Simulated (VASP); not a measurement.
# GaN (Fm-3m) in VASP: notebook

GaN is run at these levels: PBEsol; tasks: single point.

All numbers are computed with VASP 6.6.1; they aren't measurements. Logs are shortened: lines on timing, memory, paths and dates and some standing lists are left out, and cuts for length are marked.

## 1. The cell of the first run

It takes space group Fm-3m (No. 225, cubic). Conventional cell: a = 3.904 Å, b = 3.904 Å, c = 3.904 Å, α = 90.00°, β = 90.00°, γ = 90.00°. Within 2.6 Å of Ga (site symmetry m-3m) lie 6 N at 1.95 Å. N (site symmetry m-3m) has 6 Ga at 1.95 Å within 2.6 Å.

## 2. Single point, PBEsol (volume scaled by 0.9405)

The input, INCAR:

```
PREC = Accurate
ENCUT = 520
EDIFF = 1E-7
ISMEAR = -1
SIGMA = 0.02
LREAL = F
LASPH = T
NELM = 60
ALGO = Normal
ISIF = 2
LWAVE = F
LCHARG = F
GGA = PS
NBANDS = 16
```

The input, KPOINTS:

```
Automatic mesh
0
Gamma
  13 13 13
```

The input, POSCAR:

```
GaN
1.0
    0.0000000000      1.9521713286      1.9521713286
    1.9521713286      0.0000000000      1.9521713286
    1.9521713286      1.9521713286      0.0000000000
Ga N
1 1
Direct
    0.5000000000      0.5000000000      0.5000000000
    0.0000000000      0.0000000000      0.0000000000
```

Potentials or basis: VASP PAW PBE potentials, release 64 (Ga_d, N).

Launch:

```sh
cat potpaw_PBE.64/Ga_d/POTCAR potpaw_PBE.64/N/POTCAR > POTCAR
mpirun -np 1 vasp_std > vasp.out
```

OUTCAR:

```text
PREC = Accurate
   ENCUT = 520
   EDIFF = 1E-7
   ISMEAR = -1
   LREAL = F
   LASPH = T
   NELM = 60
   ISIF = 2
   GGA = PS

 ion  position               nearest neighbor table
   1  0.500  0.500  0.500-   2 1.95   2 1.95   2 1.95   2 1.95   2 1.95   2 1.95
   2  0.000  0.000  0.000-   1 1.95   1 1.95   1 1.95   1 1.95   1 1.95   1 1.95

  LATTYP: Found a face centered cubic cell.
 ALAT       =     3.9043426572

  Lattice vectors:

 A1 = (   0.0000000000,   1.9521713286,   1.9521713286)
 A2 = (   1.9521713286,   0.0000000000,   1.9521713286)
 A3 = (   1.9521713286,   1.9521713286,   0.0000000000)

Analysis of symmetry for initial positions (statically):
=====================================================================
 Subroutine PRICEL returns:
 Original cell was already a primitive cell.

 Routine SETGRP: Setting up the symmetry group for a
 face centered cubic supercell.

 Subroutine GETGRP returns: Found 48 space group operations
 (whereof 48 operations were pure point group operations)
 out of a pool of 48 trial point group operations.

The static configuration has the point symmetry O_h .

Analysis of symmetry for dynamics (positions and initial velocities):
=====================================================================
 Subroutine PRICEL returns:
 Original cell was already a primitive cell.

 Routine SETGRP: Setting up the symmetry group for a
 face centered cubic supercell.

 Subroutine GETGRP returns: Found 48 space group operations
 (whereof 48 operations were pure point group operations)
 out of a pool of 48 trial point group operations.

The dynamic configuration has the point symmetry O_h .

 Subroutine INISYM returns: Found 48 space group operations
 (whereof 48 operations are pure point group operations),
 and found     1 'primitive' translations

----------------------------------------------------------------------------------------

                                     Primitive cell

  volume of cell :      14.8793

  direct lattice vectors                    reciprocal lattice vectors
     0.000000000  1.952171329  1.952171329    -0.256125061  0.256125061  0.256125061
     1.952171329  0.000000000  1.952171329     0.256125061 -0.256125061  0.256125061
     1.952171329  1.952171329  0.000000000     0.256125061  0.256125061 -0.256125061

  length of vectors
     2.760787169  2.760787169  2.760787169     0.443621618  0.443621618  0.443621618

  position of ions in fractional coordinates (direct lattice)
     0.500000000  0.500000000  0.500000000
     0.000000000  0.000000000  0.000000000

  ion indices of the primitive-cell ions
   primitive index   ion index
                 1           1
                 2           2

----------------------------------------------------------------------------------------

 KPOINTS: Automatic mesh

Automatic generation of k-mesh.
 Grid dimensions read from file:
 generate k-points for:   13   13   13

 Generating k-lattice:

  Cartesian coordinates                     Fractional coordinates (reciprocal lattice)
    -0.019701928  0.019701928  0.019701928     0.076923077  0.000000000  0.000000000
     0.019701928 -0.019701928  0.019701928     0.000000000  0.076923077  0.000000000
     0.019701928  0.019701928 -0.019701928     0.000000000  0.000000000  0.076923077

  Length of vectors
     0.034124740  0.034124740  0.034124740

  Shift w.r.t. Gamma in fractional coordinates (k-lattice)
     0.000000000  0.000000000  0.000000000

 Subroutine IBZKPT returns following result:
 ===========================================

 Found     84 irreducible k-points:

 Following reciprocal coordinates:
            Coordinates               Weight
  0.000000  0.000000  0.000000      1.000000
  0.076923  0.000000  0.000000      8.000000
  0.153846  0.000000  0.000000      8.000000
  0.230769  0.000000  0.000000      8.000000
  0.307692  0.000000  0.000000      8.000000
  0.384615  0.000000  0.000000      8.000000
[... 16 lines left out ...]
  0.384615  0.153846  0.000000     24.000000
  0.461538  0.153846  0.000000     24.000000
 [... further k-points ...]
   k-points           NKPTS =     84   k-points in BZ     NKDIM =     84   number of bands    NBANDS=     16
   number of dos      NEDOS =    301   number of ions     NIONS =      2
   total plane-waves  NPLWV =  13824
   dimension x,y,z NGX =    24 NGY =   24 NGZ =   24
   dimension x,y,z NGXF=    48 NGYF=   48 NGZF=   48
   ions per type =               1   1
   NGX,Y,Z   is equivalent  to a cutoff of  14.45, 14.45, 14.45 a.u.
   NGXF,Y,Z  is equivalent  to a cutoff of  28.90, 28.90, 28.90 a.u.
 SYSTEM =  unknown system
   PREC   = accura    normal or accurate (medium, high low for compatibility)
   ISTART =      0    job   : 0-new  1-cont  2-samecut
   ICHARG =      2    charge: 1-file 2-atom 10-const
   ISPIN  =      1    spin polarized calculation?
   LNONCOLLINEAR =      F non collinear calculations
   LSORBIT =      F    spin-orbit coupling
   LASPH  =      T    aspherical Exc in radial PAW
   ENCUT  =  520.0 eV  38.22 Ry    6.18 a.u.   5.13  5.13  5.13*2*pi/ulx,y,z
   NELM   =     60;   NELMIN=  2; NELMDL= -5     # of ELM steps
   EDIFF  = 0.1E-06   stopping-criterion for ELM
   LREAL  =      F    real-space projection
   EDIFFG = 0.1E-05   stopping-criterion for IOM
   NSW    =      0    number of steps for IOM
   IBRION =     -1    ionic relax: 0-MD 1-quasi-New 2-CG
   NFREE  =      0    steps in history (QN), initial steepest desc. (CG)
   ISIF   =      2    stress and relaxation
   ISYM   =      2    0-nonsym 1-usesym 2-fastsym
   POTIM  = 0.5000    time-step for ionic-motion
   TEBEG  =    0.0;   TEEND  =   0.0 temperature during run
   PSTRESS=    0.0 pullay stress
   NELECT =      18.0000    total number of electrons
   NUPDOWN=      -1.0000    fix difference up-down
   EMIN   =  10.00;   EMAX   =-10.00  energy-range for DOS
   EFERMI =   0.00;   METHOD = LEGACY
   ISMEAR =    -1;   SIGMA  =   0.02  broadening in eV -4-tet -1-fermi 0-gaus
   EFERMI_NEDOS =   21; number of points for ismear=-14 and -15
   IALGO  =     38    algorithm
   IMIX   =      4    mixing-type and parameters
     AMIX     =   0.40;   BMIX     =  1.00
     AMIX_MAG =   1.60;   BMIX_MAG =  1.00
  volume/ion in A,a.u.               =       7.44        50.21
  Fermi-wavevector in a.u.,A,eV,Ry     =   1.744366  3.296375 41.400004  3.042814
  Thomas-Fermi vector in A             =   2.816260
   LORBIT       =      0    0 simple, 1 ext, 2 COOP (PROOUT), +10 PAW based schemes
   GGA     = PS    functional components
   LHFCALC =     F    Hartree Fock is set to
   AEXX    =    0.0000 exact exchange contribution
   IVDW    =     0    specifies the selected vdW correction
   LEPSILON=     F    determine dielectric tensor
   LRPA    =     F    only Hartree local field effects (RPA)
 non-spin polarized calculation
  energy-cutoff  :      520.00
  volume of cell :       14.88
 maximum number of plane-waves:       411
 NGX is ok and might be reduce to    24
   NGX = 11   NGY = 11   NGZ = 11

 number of electron      18.0000001 magnetization

 Free energy of the ion-electron system (eV)
  ---------------------------------------------------
  ext. energy  EPLUGINS =         0.00000000
  ---------------------------------------------------
  free energy    TOTEN  =       -11.33983140 eV

  energy without entropy =      -11.33983140  energy(sigma->0) =      -11.33983140

 E-fermi :  11.6519     XC(G=0): -14.7107

 val. band max:       11.1379194674   @ k =  -0.2308   0.1538   0.0000
 cond. band min:      13.4087518247   @ k =   0.4615   0.4615   0.0000
 fundamental gap:      2.2708323573
 Fermi energy:        11.6519046833

 k-point     1 :       0.0000    0.0000    0.0000
  band No.  band energies     occupation
      1      -8.9152      2.00000
      2      -2.8847      2.00000
      3      -2.8847      2.00000
      4      -2.8847      2.00000
      5      -2.7037      2.00000
      6      -2.7037      2.00000
[... 8 lines left out ...]
     15      30.5894      0.00000
     16      30.5894      0.00000

 k-point     2 :       0.0769    0.0000    0.0000
  band No.  band energies     occupation
      1      -8.7689      2.00000
      2      -2.8991      2.00000
      3      -2.8731      2.00000
      4      -2.8731      2.00000
      5      -2.7240      2.00000
      6      -2.7240      2.00000
[... 8 lines left out ...]
     15      29.9247      0.00000
     16      29.9247      0.00000

 k-point     3 :       0.1538    0.0000    0.0000
  band No.  band energies     occupation
      1      -8.3367      2.00000
      2      -2.9413      2.00000
      3      -2.8858      2.00000
      4      -2.8858      2.00000
      5      -2.7341      2.00000
      6      -2.7341      2.00000
[... 8 lines left out ...]
     15      29.7820      0.00000
     16      29.7820      0.00000

 k-point     4 :       0.2308    0.0000    0.0000
  band No.  band energies     occupation
      1      -7.6404      2.00000
      2      -3.0101      2.00000
      3      -2.9809      2.00000
      4      -2.9809      2.00000
      5      -2.6679      2.00000
      6      -2.6679      2.00000
[... 8 lines left out ...]
     15      30.8087      0.00000
     16      30.8087      0.00000
[... 324 lines left out ...]
 k-point    22 :       0.3077    0.1538    0.0000
  band No.  band energies     occupation
      1      -7.0018      2.00000
      2      -3.1373      2.00000
      3      -3.0347      2.00000
      4      -2.8657      2.00000
      5      -2.6113      2.00000
      6      -2.5388      2.00000
[... 8 lines left out ...]
     15      34.0763      0.00000
     16      35.3788      0.00000

 k-point    23 :       0.3846    0.1538    0.0000
  band No.  band energies     occupation
      1      -6.1974      2.00000
      2      -3.2430      2.00000
      3      -3.0218      2.00000
      4      -2.9679      2.00000
      5      -2.4679      2.00000
      6      -2.4343      2.00000
[... 8 lines left out ...]
     15      34.3119      0.00000
     16      36.8275      0.00000

 k-point    24 :       0.4615    0.1538    0.0000
  band No.  band energies     occupation
      1      -5.4572      2.00000
      2      -3.3470      2.00000
      3      -3.0673      2.00000
      4      -2.9688      2.00000
      5      -2.4323      2.00000
      6      -2.1865      2.00000
[... 8 lines left out ...]
     15      34.7201      0.00000
     16      38.2758      0.00000

 [... further k-points ...]

------------------------ aborting loop because EDIFF is reached ----------------------------------------

  FORCE on cell =-STRESS in cart. coord.  units (eV):
  Direction    XX          YY          ZZ          XY          YZ          ZX
  --------------------------------------------------------------------------------------
  -------------------------------------------------------------------------------------
  Total        8.5622082      8.5622082      8.5622082      0.0000000      0.0000000      0.0000000
  in kB      921.9610620    921.9610620    921.9610620      0.0000000      0.0000000      0.0000000
  external PRESSURE =     921.9610620 kB  Pullay stress =       0.0000000 kB

 VOLUME and BASIS-vectors are now :
 -----------------------------------------------------------------------------
  energy-cutoff  :      520.00
  volume of cell :       14.88
      direct lattice vectors                 reciprocal lattice vectors
     0.000000000  1.952171329  1.952171329    -0.256125061  0.256125061  0.256125061
     1.952171329  0.000000000  1.952171329     0.256125061 -0.256125061  0.256125061
     1.952171329  1.952171329  0.000000000     0.256125061  0.256125061 -0.256125061

 POSITION                                       TOTAL-FORCE (eV/Angst)
 -----------------------------------------------------------------------------------
      1.95217      1.95217      1.95217        -0.000000     -0.000000     -0.000000
      0.00000      0.00000      0.00000         0.000000      0.000000      0.000000
 -----------------------------------------------------------------------------------
    total drift:                                0.000000     -0.000000      0.000000

  FREE ENERGIE OF THE ION-ELECTRON SYSTEM (eV)
  ---------------------------------------------------
  free  energy   TOTEN  =       -11.3398314012 eV

  energy  without entropy=      -11.3398314012  energy(sigma->0) =      -11.33983140
```

It took 30 s on 1 thread of Intel Xeon 6975P-C, shared host; peak memory 0.15 GiB.

What came out:

| Property | Result |
| --- | --- |
| Free energy | -11.3398 eV |
| Pressure | 92.2 GPa |
| Band gap on the k mesh | 2.27 eV, indirect (least direct gap 5.80 eV) |

Levels at points of the mesh, in eV from the valence-band top:
| k point | band 7 | band 8 | band 9 | band 10 | band 11 | band 12 |
| --- | --- | --- | --- | --- | --- | --- |
| (0.00, 0.00, 0.00) | -0.89 | -0.89 | -0.89 | 5.30 | 16.09 | 16.09 |

Caveat: the PAW data sets were made with another functional, which shifts forces and pressure a little.

## 3. Single point, PBEsol (volume scaled by 0.98)

The input, INCAR:

```
  PREC = Accurate
  ENCUT = 520
  EDIFF = 1E-6
  ISMEAR = -1
  SIGMA = 0.02
  LREAL = F
  LASPH = T
  NELM = 80
  ALGO = Normal
  ISIF = 2
  LWAVE = F
  LCHARG = F
  GGA = PS
  NBANDS = 16
```

KPOINTS is that of step 2.

The input, POSCAR:

```
GaN
1.0
    0.0000000000      1.9791271138      1.9791271138
    1.9791271138      0.0000000000      1.9791271138
    1.9791271138      1.9791271138      0.0000000000
Ga N
1 1
Direct
    0.5000000000      0.5000000000      0.5000000000
    0.0000000000      0.0000000000      0.0000000000
```

Potentials or basis: VASP PAW PBE potentials, release 64 (Ga_d, N).

Launch:

```sh
cat potpaw_PBE.64/Ga_d/POTCAR potpaw_PBE.64/N/POTCAR > POTCAR
mpirun -np 1 vasp_std > vasp.out
```

OUTCAR:

```text
PREC = Accurate
   ENCUT = 520
   EDIFF = 1E-6
   ISMEAR = -1
   LREAL = F
   LASPH = T
   NELM = 80
   ISIF = 2
   GGA = PS

 ion  position               nearest neighbor table
   1  0.500  0.500  0.500-   2 1.98   2 1.98   2 1.98   2 1.98   2 1.98   2 1.98
   2  0.000  0.000  0.000-   1 1.98   1 1.98   1 1.98   1 1.98   1 1.98   1 1.98

  LATTYP: Found a face centered cubic cell.
 ALAT       =     3.9582542276

  Lattice vectors:

 A1 = (   0.0000000000,   1.9791271138,   1.9791271138)
[... 191 lines left out ...]
      6      -3.3201      2.00000
[... 433 lines left out ...]
      3      -3.6374      2.00000
      4      -3.5285      2.00000
      5      -3.0759      2.00000
      6      -2.7987      2.00000
[... 8 lines left out ...]
     15      33.5352      0.00000
     16      36.9661      0.00000

 [... further k-points ...]
[... 5 lines left out ...]
  --------------------------------------------------------------------------------------
  -------------------------------------------------------------------------------------
  Total        6.7137326      6.7137326      6.7137326     -0.0000000     -0.0000000     -0.0000000
  in kB      693.7828556    693.7828556    693.7828556     -0.0000000     -0.0000000     -0.0000000
  external PRESSURE =     693.7828556 kB  Pullay stress =       0.0000000 kB

 VOLUME and BASIS-vectors are now :
 -----------------------------------------------------------------------------
  energy-cutoff  :      520.00
  volume of cell :       15.50
      direct lattice vectors                 reciprocal lattice vectors
     0.000000000  1.979127114  1.979127114    -0.252636628  0.252636628  0.252636628
     1.979127114  0.000000000  1.979127114     0.252636628 -0.252636628  0.252636628
     1.979127114  1.979127114  0.000000000     0.252636628  0.252636628 -0.252636628

 POSITION                                       TOTAL-FORCE (eV/Angst)
 -----------------------------------------------------------------------------------
      1.97913      1.97913      1.97913         0.000000      0.000000     -0.000000
      0.00000      0.00000      0.00000         0.000000      0.000000      0.000000
 -----------------------------------------------------------------------------------
    total drift:                                0.000000     -0.000000      0.000000

  FREE ENERGIE OF THE ION-ELECTRON SYSTEM (eV)
  ---------------------------------------------------
  free  energy   TOTEN  =       -11.6543675059 eV

  energy  without entropy=      -11.6543675059  energy(sigma->0) =      -11.65436751
```

It took 31 s on 1 thread of Intel Xeon 6975P-C, shared host; peak memory 0.15 GiB.

Results:

```yaml
Free_energy: -11.6544 eV
Pressure: 69.4 GPa
Band_gap_on_the_k_mesh: 1.96 eV, indirect (least direct gap 5.53 eV)
```

Levels at points of the mesh, in eV from the valence-band top:
| k point | band 6 | band 7 | band 8 | band 9 | band 10 | band 11 | band 12 | band 13 |
| --- | --- | --- | --- | --- | --- | --- | --- | --- |
| (0.00, 0.00, 0.00) | -13.81 | -0.80 | -0.80 | -0.80 | 4.73 | 15.82 | 15.82 | 15.82 |

Caveat: the PAW data sets were made with another functional, which shifts forces and pressure a little. A k mesh can miss the band edges.

## 4. Single point, PBEsol (volume scaled by 0.96)

The input, INCAR:

```
PREC = Accurate
ENCUT = 520
EDIFF = 1E-7
ISMEAR = -1
SIGMA = 0.02
LREAL = F
LASPH = T
NELM = 100
ALGO = Normal
ISIF = 2
LWAVE = F
LCHARG = F
GGA = PS
NBANDS = 16
```

The input, KPOINTS:

```
regular mesh
0
Gamma
  13 13 13
```

The input, POSCAR:

```
GaN
1.0
    0.0000000000      1.9655710232      1.9655710232
    1.9655710232      0.0000000000      1.9655710232
    1.9655710232      1.9655710232      0.0000000000
Ga N
1 1
Direct
    0.5000000000      0.5000000000      0.5000000000
    0.0000000000      0.0000000000      0.0000000000
```

Launch:

```sh
cat potpaw_PBE.64/Ga_d/POTCAR potpaw_PBE.64/N/POTCAR > POTCAR
mpirun -np 1 vasp_std > vasp.out
```

Run time: 33 s. Hardware: 1 thread of Intel Xeon 6975P-C, shared host; peak memory 0.15 GiB.

The run converged. Its results:

```
Free energy            : -11.5062 eV
Pressure               : 80.4 GPa
Band gap on the k mesh : 2.12 eV, indirect (least direct gap 5.72 eV)
```

Levels at points of the mesh, in eV from the valence-band top:
```csv
k point,band 6,band 7,band 8,band 9,band 10,band 11,band 12,band 13
"(0.00, 0.00, 0.00)",-13.83,-0.84,-0.84,-0.84,5.01,15.95,15.95,15.95
```

Caveat: the PAW data sets were made with another functional, which shifts forces and pressure a little. A k mesh can miss the band edges.

## 5. Single point, PBEsol (volume scaled by 0.97)

The input, INCAR:

```
SYSTEM = GaN
  PREC = Accurate
  ENCUT = 520
  EDIFF = 1E-6
  ISMEAR = -1
  SIGMA = 0.02
  LREAL = .False.
  LASPH = .True.
  NELM = 100
  ALGO = Normal
  ISIF = 2
  LWAVE = .False.
  LCHARG = .False.
  GGA = PS
  NBANDS = 16
```

The input, KPOINTS:

```
Automatic mesh
0
Gamma
  13 13 13
  0 0 0
```

The input, POSCAR:

```
GaN
1.0
    0.0000000000      1.9723723612      1.9723723612
    1.9723723612      0.0000000000      1.9723723612
    1.9723723612      1.9723723612      0.0000000000
Ga N
1 1
Direct
    0.5000000000      0.5000000000      0.5000000000
    0.0000000000      0.0000000000      0.0000000000
```

Launch:

```sh
cat potpaw_PBE.64/Ga_d/POTCAR potpaw_PBE.64/N/POTCAR > POTCAR
mpirun -np 1 vasp_std > vasp.out
```

It took 30 s on 1 thread of Intel Xeon 6975P-C, shared host; peak memory 0.16 GiB.

Results (log left out):

```yaml
Free_energy: -11.5830 eV
Pressure: 74.7 GPa
Band_gap_on_the_k_mesh: 2.04 eV, indirect (least direct gap 5.68 eV)
```

Levels at points of the mesh, in eV from the valence-band top:
| k point | band 7 | band 8 | band 9 | band 10 | band 11 | band 12 |
| --- | --- | --- | --- | --- | --- | --- |
| (0.00, 0.00, 0.00) | -0.82 | -0.82 | -0.82 | 4.87 | 15.89 | 15.89 |

Caveat: the PAW data sets were made with another functional, which shifts forces and pressure a little. A k mesh can miss the band edges.

## 6. Summary

```csv
cell,gap on the mesh (eV),pressure (GPa)
"a = 2.761 Å, angles 60.0°, 2 atoms",2.27,92.2
"a = 2.799 Å, angles 60.0°, 2 atoms",1.96,69.4
"a = 2.780 Å, angles 60.0°, 2 atoms",2.12,80.4
"a = 2.789 Å, angles 60.0°, 2 atoms",2.04,74.7
```

Alike in all rows: task single point; level PBEsol; potentials or basis VASP PAW PBE potentials, release 64 (Ga_d, N); no spin polarisation; k mesh 13 × 13 × 13; cutoff (eV) 520; smearing fermi-dirac 0.02 eV.

Caveats: the PAW data sets were made with another functional, which shifts forces and pressure a little.

Total energies depend on the potentials used, so only differences within one code and one set of settings carry meaning.
